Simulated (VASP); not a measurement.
# CrCd7Te8 (F-43m) in VASP: single point with PBEsol+U

Aim: the single point of CrCd7Te8 with PBEsol+U.

Program: VASP 6.6.1. These are calculated values, not measurements. Logs are shortened: lines on timing, memory, paths and dates and some standing lists are left out, and cuts for length are marked.

## (1) The cell of the first run

Symmetry: F-43m, No. 216, cubic system. Conventional cell: a = 12.960 Å, b = 12.960 Å, c = 12.960 Å, α = 90.00°, β = 90.00°, γ = 90.00°. Cr (site symmetry -43m) has 4 Te at 2.74 Å within 3.6 Å. Within 3.7 Å of Cd (site symmetry 2mm) lie 4 Te at 2.82 Å. Cd (site symmetry -43m) has 4 Te at 2.81 Å within 3.7 Å. Te (site symmetry 3m) has 1 Cr at 2.74 Å and 3 Cd at 2.82 Å within 3.6 Å. Te (site symmetry 3m) has 4 Cd at 2.81 to 2.82 Å within 3.7 Å.

## (2) Single point, PBEsol+U, collinear spin

INCAR

```
SYSTEM = CrCd7Te8
  PREC = Accurate
  ENCUT = 520
  EDIFF = 1E-6
  ISMEAR = 0
  SIGMA = 0.05
  LREAL = Auto
  LASPH = .TRUE.
  NELM = 150
  ALGO = Normal
  ISIF = 2
  LWAVE = .FALSE.
  LCHARG = .FALSE.
  ISPIN = 2
  MAGMOM = 4.3 0 0 0 0 0 0 0 -0.09 -0.09 -0.09 -0.01 -0.09 -0.01 -0.01 -0.01
  LORBIT = 11
  LMAXMIX = 4
  LDAU = .TRUE.
  LDAUTYPE = 2
  LDAUL = 2 -1 -1
  LDAUU = 3 0 0
  LDAUJ = 0 0 0
  LDAUPRINT = 1
  GGA = PS
  NBANDS = 90
```

KPOINTS

```
regular mesh
0
G
  2 2 2
  0 0 0
```

POSCAR

```
CrCd7Te8
1.0
    0.0000000000      6.4800000000      6.4800000000
    6.4800000000      0.0000000000      6.4800000000
    6.4800000000      6.4800000000      0.0000000000
Cr Cd Te
1 7 8
Direct
    0.0000000000      0.0000000000      1.0000000000
    0.0016470154      0.0016470154      0.4983529846
    0.0016470154      0.4983529846      0.0016470154
    0.0016470154      0.4983529846      0.4983529846
    0.4983529846      0.0016470154      0.0016470154
    0.4983529846      0.0016470154      0.4983529846
    0.4983529846      0.4983529846      0.0016470154
    0.5000000000      0.5000000000      0.5000000000
    0.1222220879      0.1222220879      0.1222220879
    0.1222220879      0.1222220879      0.6333337362
    0.1222220879      0.6333337362      0.1222220879
    0.1247385481      0.6250871506      0.6250871506
    0.6333337362      0.1222220879      0.1222220879
    0.6250871506      0.1247385481      0.6250871506
    0.6250871506      0.6250871506      0.1247385481
    0.6250871506      0.6250871506      0.6250871506
```

Potentials or basis: VASP PAW PBE potentials, release 64 (Cr_pv, Cd, Te).

On the command line:

```console
$ cat potpaw_PBE.64/Cr_pv/POTCAR potpaw_PBE.64/Cd/POTCAR potpaw_PBE.64/Te/POTCAR > POTCAR
$ mpirun -np 1 vasp_std > vasp.out
```

OUTCAR:

```text
SYSTEM = CrCd7Te8
   PREC = Accurate
   ENCUT = 520
   EDIFF = 1E-6
   ISMEAR = 0
   LREAL = Auto
   LASPH = .TRUE.
   NELM = 150
   ISIF = 2
   ISPIN = 2
   LORBIT = 11
   GGA = PS

 ion  position               nearest neighbor table
   1  0.000  0.000  0.000-   9 2.74  10 2.74  11 2.74  13 2.74
   2  0.002  0.002  0.498-  10 2.82   9 2.82  12 2.82  14 2.82
   3  0.002  0.498  0.002-  11 2.82   9 2.82  12 2.82  15 2.82
   4  0.002  0.498  0.498-  10 2.82  11 2.82  12 2.82  16 2.82
   5  0.498  0.002  0.002-  13 2.82   9 2.82  14 2.82  15 2.82
   6  0.498  0.002  0.498-  10 2.82  13 2.82  14 2.82  16 2.82
[... 8 lines left out ...]
  15  0.625  0.625  0.125-   8 2.81   7 2.82   3 2.82   5 2.82
  16  0.625  0.625  0.625-   8 2.81   6 2.82   7 2.82   4 2.82

  LATTYP: Found a face centered cubic cell.
 ALAT       =    12.9600000000

  Lattice vectors:

 A1 = (   0.0000000000,   6.4800000000,   6.4800000000)
 A2 = (   6.4800000000,   0.0000000000,   6.4800000000)
 A3 = (   6.4800000000,   6.4800000000,   0.0000000000)

Analysis of symmetry for initial positions (statically):
=====================================================================
 Subroutine PRICEL returns:
 Original cell was already a primitive cell.

 Routine SETGRP: Setting up the symmetry group for a
 face centered cubic supercell.

 Subroutine GETGRP returns: Found 24 space group operations
 (whereof 24 operations were pure point group operations)
 out of a pool of 48 trial point group operations.

The static configuration has the point symmetry T_d .

Analysis of symmetry for dynamics (positions and initial velocities):
=====================================================================
 Subroutine PRICEL returns:
 Original cell was already a primitive cell.

 Routine SETGRP: Setting up the symmetry group for a
 face centered cubic supercell.

 Subroutine GETGRP returns: Found 24 space group operations
 (whereof 24 operations were pure point group operations)
 out of a pool of 48 trial point group operations.

The dynamic configuration has the point symmetry T_d .

Analysis of structural, dynamic, and magnetic symmetry:
=====================================================================
 Subroutine PRICEL returns:
 Original cell was already a primitive cell.

 Routine SETGRP: Setting up the symmetry group for a
 face centered cubic supercell.

 Subroutine GETGRP returns: Found 24 space group operations
 (whereof 24 operations were pure point group operations)
 out of a pool of 48 trial point group operations.

The overall configuration has the point symmetry T_d .

 Subroutine INISYM returns: Found 24 space group operations
 (whereof 24 operations are pure point group operations),
 and found     1 'primitive' translations

----------------------------------------------------------------------------------------

                                     Primitive cell

  volume of cell :     544.1956

  direct lattice vectors                    reciprocal lattice vectors
     0.000000000  6.480000000  6.480000000    -0.077160494  0.077160494  0.077160494
     6.480000000  0.000000000  6.480000000     0.077160494 -0.077160494  0.077160494
     6.480000000  6.480000000  0.000000000     0.077160494  0.077160494 -0.077160494

  length of vectors
     9.164103884  9.164103884  9.164103884     0.133645896  0.133645896  0.133645896

  position of ions in fractional coordinates (direct lattice)
     0.000000000  0.000000000  0.000000000
     0.001647015  0.001647015  0.498352985
     0.001647015  0.498352985  0.001647015
     0.001647015  0.498352985  0.498352985
     0.498352985  0.001647015  0.001647015
     0.498352985  0.001647015  0.498352985
[... 8 lines left out ...]
     0.625087151  0.625087151  0.124738548
     0.625087151  0.625087151  0.625087151

  ion indices of the primitive-cell ions
   primitive index   ion index
                 1           1
                 2           2
                 3           3
                 4           4
                 5           5
                 6           6
[... 8 lines left out ...]
                15          15
                16          16

----------------------------------------------------------------------------------------
[... 58 lines left out ...]
   PSTRESS=    0.0 pullay stress
   NELECT =     144.0000    total number of electrons
   NUPDOWN=      -1.0000    fix difference up-down
   EMIN   =  10.00;   EMAX   =-10.00  energy-range for DOS
   EFERMI =   0.00;   METHOD = LEGACY
   ISMEAR =     0;   SIGMA  =   0.05  broadening in eV -4-tet -1-fermi 0-gaus
   EFERMI_NEDOS =   21; number of points for ismear=-14 and -15
   IALGO  =     38    algorithm
   IMIX   =      4    mixing-type and parameters
     AMIX     =   0.40;   BMIX     =  1.00
     AMIX_MAG =   1.60;   BMIX_MAG =  1.00
  volume/ion in A,a.u.               =      34.01       229.53
  Fermi-wavevector in a.u.,A,eV,Ry     =   1.051019  1.986138 15.029559  1.104641
  Thomas-Fermi vector in A             =   2.186046
   LORBIT       =     11    0 simple, 1 ext, 2 COOP (PROOUT), +10 PAW based schemes
 LDA+U is selected, type is set to LDAUTYPE =  2
   angular momentum for each species LDAUL =     2   -1   -1
   U (eV)           for each species LDAUU =   3.0  0.0  0.0
   J (eV)           for each species LDAUJ =   0.0  0.0  0.0
   GGA     = PS    functional components
   LHFCALC =     F    Hartree Fock is set to
   AEXX    =    0.0000 exact exchange contribution
   IVDW    =     0    specifies the selected vdW correction
   LEPSILON=     F    determine dielectric tensor
   LRPA    =     F    only Hartree local field effects (RPA)
 spin polarized calculation
 Gauss-broadening in eV      SIGMA  =   0.05
  energy-cutoff  :      520.00
  volume of cell :      544.20
 maximum number of plane-waves:     14649
 NGX is ok and might be reduce to    70
   NGX = 35   NGY = 35   NGZ = 35

atom =   1  type =  1  l = 2

 onsite density matrix

spin component  1

  0.7601  0.0000  0.0000 -0.0000  0.0000
  0.0000  0.7601 -0.0000  0.0000 -0.0000
  0.0000 -0.0000  0.8819 -0.0000  0.0000
 -0.0000  0.0000 -0.0000  0.7601  0.0000
  0.0000 -0.0000  0.0000  0.0000  0.8819

spin component  2

  0.0433 -0.0000 -0.0000  0.0000 -0.0000
 -0.0000  0.0433  0.0000 -0.0000  0.0000
 -0.0000  0.0000  0.0104  0.0000 -0.0000
  0.0000 -0.0000  0.0000  0.0433 -0.0000
 -0.0000  0.0000 -0.0000 -0.0000  0.0104

 occupancies and eigenvectors

  o =  0.0104  v =  0.0000  0.0000  0.0000  0.0000  0.0000  0.0000 -0.0000  0.0008  0.0000  1.0000      0.0000  0.0000  0.0000  0.0000  0.0000  0.0000  0.0000  0.0000  0.0000  0.0000
  o =  0.0104  v =  0.0000  0.0000  0.0000  0.0000  0.0000  0.0000  0.0000 -1.0000 -0.0000  0.0008      0.0000  0.0000  0.0000  0.0000  0.0000  0.0000  0.0000  0.0000  0.0000  0.0000
  o =  0.0433  v =  0.0000  0.0000  0.0000  0.0000  0.0000  1.0000  0.0000  0.0000  0.0000  0.0000      0.0000  0.0000  0.0000  0.0000  0.0000  0.0000  0.0000  0.0000  0.0000  0.0000
  o =  0.0433  v =  0.0000  0.0000  0.0000  0.0000  0.0000  0.0000 -1.0000 -0.0000  0.0003 -0.0000      0.0000  0.0000  0.0000  0.0000  0.0000  0.0000  0.0000  0.0000  0.0000  0.0000
  o =  0.0433  v =  0.0000  0.0000  0.0000  0.0000  0.0000  0.0000 -0.0003  0.0000 -1.0000  0.0000      0.0000  0.0000  0.0000  0.0000  0.0000  0.0000  0.0000  0.0000  0.0000  0.0000
  o =  0.7601  v =  0.0000  0.0694  0.0000  0.9976 -0.0000  0.0000  0.0000  0.0000  0.0000  0.0000      0.0000  0.0000  0.0000  0.0000  0.0000  0.0000  0.0000  0.0000  0.0000  0.0000
  o =  0.7601  v =  1.0000  0.0000  0.0000  0.0000  0.0000  0.0000  0.0000  0.0000  0.0000  0.0000      0.0000  0.0000  0.0000  0.0000  0.0000  0.0000  0.0000  0.0000  0.0000  0.0000
  o =  0.7601  v =  0.0000 -0.9976  0.0000  0.0694 -0.0000  0.0000  0.0000  0.0000  0.0000  0.0000      0.0000  0.0000  0.0000  0.0000  0.0000  0.0000  0.0000  0.0000  0.0000  0.0000
  o =  0.8819  v =  0.0000 -0.0000 -0.9997  0.0000  0.0227  0.0000  0.0000  0.0000  0.0000  0.0000      0.0000  0.0000  0.0000  0.0000  0.0000  0.0000  0.0000  0.0000  0.0000  0.0000
  o =  0.8819  v =  0.0000 -0.0000  0.0227  0.0000  0.9997  0.0000  0.0000  0.0000  0.0000  0.0000      0.0000  0.0000  0.0000  0.0000  0.0000  0.0000  0.0000  0.0000  0.0000  0.0000

 number of electron     143.9999999 magnetization       3.9999998

 Free energy of the ion-electron system (eV)
  ---------------------------------------------------
  ext. energy  EPLUGINS =         0.00000000
  ---------------------------------------------------
  free energy    TOTEN  =       -49.31863202 eV

  energy without entropy =      -49.30522545  energy(sigma->0) =      -49.31192874

 E-fermi :   2.7036     XC(G=0):  -8.7393

 val. band max:        2.4561195749   @ k =   0.5000   0.5000   0.0000
 cond. band min:       2.7149030340   @ k =   0.5000   0.0000   0.0000
 fundamental gap:      0.2587834591
 Fermi energy:         2.7036377248

 spin component 1

 k-point     1 :       0.0000    0.0000    0.0000
  band No.  band energies     occupation
      1     -40.5504      1.00000
      2     -40.5504      1.00000
      3     -40.5504      1.00000
      4      -8.8338      1.00000
      5      -8.4303      1.00000
      6      -8.4177      1.00000
[... 250 lines left out ...]
     83       5.8960      0.00000
     84       6.4801      0.00000
 Fermi energy:         2.7036377248

 spin component 2

 k-point     1 :       0.0000    0.0000    0.0000
  band No.  band energies     occupation
      1     -36.6861      1.00000
      2     -36.6861      1.00000
      3     -36.6861      1.00000
      4      -8.8502      1.00000
      5      -8.4480      1.00000
      6      -8.4352      1.00000
[... 250 lines left out ...]
     83       6.5156      0.00000
     84       6.9461      0.00000
 [bands above 84 left out]

------------------------ aborting loop because EDIFF is reached ----------------------------------------

  FORCE on cell =-STRESS in cart. coord.  units (eV):
  Direction    XX          YY          ZZ          XY          YZ          ZX
  --------------------------------------------------------------------------------------
  -------------------------------------------------------------------------------------
  Total       -0.2527272     -0.2527272     -0.2527272      0.0000000     -0.0000000      0.0000000
  in kB       -0.7440593     -0.7440593     -0.7440593      0.0000000     -0.0000000      0.0000000
  external PRESSURE =      -0.7440593 kB  Pullay stress =       0.0000000 kB

 VOLUME and BASIS-vectors are now :
 -----------------------------------------------------------------------------
  energy-cutoff  :      520.00
  volume of cell :      544.20
      direct lattice vectors                 reciprocal lattice vectors
     0.000000000  6.480000000  6.480000000    -0.077160494  0.077160494  0.077160494
     6.480000000  0.000000000  6.480000000     0.077160494 -0.077160494  0.077160494
     6.480000000  6.480000000  0.000000000     0.077160494  0.077160494 -0.077160494

 POSITION                                       TOTAL-FORCE (eV/Angst)
 -----------------------------------------------------------------------------------
      0.00000      0.00000      0.00000        -0.000000     -0.000000     -0.000000
      3.24000      3.24000      0.02135        -0.000000     -0.000000     -0.006105
      3.24000      0.02135      3.24000        -0.000000     -0.006105     -0.000000
      6.45865      3.24000      3.24000         0.006105     -0.000000     -0.000000
      0.02135      3.24000      3.24000        -0.006105     -0.000000     -0.000000
      3.24000      6.45865      3.24000        -0.000000      0.006105     -0.000000
[... 8 lines left out ...]
      4.85887      4.85887      8.10113        -0.011917     -0.011917      0.011917
      8.10113      8.10113      8.10113         0.011917      0.011917      0.011917
 -----------------------------------------------------------------------------------
    total drift:                               -0.000001     -0.000001     -0.000001

  FREE ENERGIE OF THE ION-ELECTRON SYSTEM (eV)
  ---------------------------------------------------
  free  energy   TOTEN  =       -49.3186320239 eV

  energy  without entropy=      -49.3052254475  energy(sigma->0) =      -49.31192874

 total charge

# of ion       s       p       d       tot
------------------------------------------
    1        0.227   6.155   4.174  10.556
    2        0.468   0.314   9.527  10.310
    3        0.468   0.314   9.527  10.310
    4        0.468   0.314   9.527  10.310
    5        0.468   0.314   9.527  10.310
    6        0.468   0.314   9.527  10.310
[... 8 lines left out ...]
   15        1.347   2.055   0.020   3.422
   16        1.347   2.055   0.020   3.422
--------------------------------------------------
tot         14.288  24.783  71.039 110.110

 magnetization (x)

# of ion       s       p       d       tot
------------------------------------------
    1        0.039   0.035   3.879   3.953
    2        0.006   0.001  -0.003   0.004
    3        0.006   0.001  -0.003   0.004
    4        0.006   0.001  -0.003   0.004
    5        0.006   0.001  -0.003   0.004
    6        0.006   0.001  -0.003   0.004
[... 8 lines left out ...]
   15        0.000  -0.007   0.000  -0.007
   16        0.000  -0.007   0.000  -0.007
--------------------------------------------------
tot          0.067  -0.309   3.884   3.642
```

It took 14 min on 1 thread of Intel Xeon Platinum 8375C at 2.90GHz (Ice Lake), shared host; peak memory 1.1 GiB.

Results:

```
Free energy                                           : -49.3186 eV
Pressure                                              : -0.1 GPa
Largest force                                         : 0.056 eV/Å
Band gap on the k mesh                                : zero (filled and empty bands overlap)
Net moment                                            : 4.00 μB per cell
Site moments                                          : Cr +3.95; Cd +0.00, -0.00 (each value once); Te -0.08, -0.01 (each value once) μB
Valence electrons inside the program's atomic spheres : Cr 10.56; Cd 10.31, 10.32 (each value once); Te 3.42
```

Forces in eV/Å, atoms in the order of the input:
```
Cr   0.000  0.000  0.000
Cd   0.000  0.000 -0.006
Cd   0.000 -0.006  0.000
Cd   0.006  0.000  0.000
Cd  -0.006  0.000  0.000
Cd   0.000  0.006  0.000
Cd   0.000  0.000  0.006
Cd   0.000  0.000  0.000
Te  -0.032 -0.032 -0.032
Te   0.032  0.032 -0.032
Te   0.032 -0.032  0.032
Te   0.012 -0.012 -0.012
Te  -0.032  0.032  0.032
Te  -0.012  0.012 -0.012
Te  -0.012 -0.012  0.012
Te   0.012  0.012  0.012
```

Eigenvalues of the final occupation matrices:
| site | spin | trace | eigenvalues |
| --- | --- | --- | --- |
| site 1 d | 1 | 4.04 | 0.76 0.76 0.76 0.88 0.88 |
| site 1 d | 2 | 0.15 | 0.01 0.01 0.04 0.04 0.04 |

Caveat: the k points lie up to 0.42 Å⁻¹ apart; the PAW data sets were made with another functional, which shifts forces and pressure a little; spin-orbit coupling is left out, which moves the levels of the heavy elements; a cell with one magnetic atom can't hold antiferromagnetic order, which such compounds often take; the U is typed as a test and isn't derived for this compound.

The gap in the log of VASP goes by the Fermi energy; the results here count the filled bands.